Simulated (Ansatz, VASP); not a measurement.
# Ti: VASP and Ansatz over several settings

```
Ti
1.0
     2.95000    0.00000    0.00000
    -1.47500    2.55477    0.00000
     0.00000    0.00000    4.68000
Ti
2
Direct
  0.66667 0.33333 0.75000
  0.33333 0.66667 0.25000
```

Single points on this cell with VASP 6.6.1 and Ansatz 0.2.0. Each row is one pair of runs. Alike in all rows: spin: off; VASP's potentials, cutoff: VASP PAW PBE potentials, release 64 (Ti_sv), 520 eV; Ansatz's potentials, cutoff: Ansatz PAW, 420 eV.

```tsv
level	k mesh	smearing	gap on the k mesh at the Fermi level (eV), VASP	gap on the k mesh at the Fermi level (eV), Ansatz	pressure (GPa), VASP	pressure (GPa), Ansatz
PBE	10 × 10 × 6	gaussian, width 0.017 eV	none	none	-1.7	-1.4
PBE	10 × 10 × 6	gaussian, width 0.018 eV	none	none	-1.8	-1.4
PBE	10 × 10 × 6	gaussian, width 0.019 eV	none	none	-1.7	-1.4
PBE	10 × 10 × 6	gaussian, width 0.022 eV	none	none	-1.8	-1.4
PBE	10 × 10 × 6	gaussian, width 0.023 eV	none	none	-1.7	-1.4
PBE	10 × 10 × 6	gaussian, width 0.024 eV	none	none	-1.7	-1.4
PBE	10 × 10 × 6	gaussian, width 0.025 eV	?	none	?	-1.4
PBE	4 × 4 × 2	fermi-dirac, width 0.05 eV	none	none	-1.6	-1.3
```

**Question.** Fill in what VASP gave in row 7.

**Answer.** gap on the k mesh at the Fermi level (eV): none; pressure (GPa): -1.7.

A gap of «none» marks a metal or a gap that the smearing closes.

The k mesh is coarse in some rows, so the values compare programs but aren't converged.
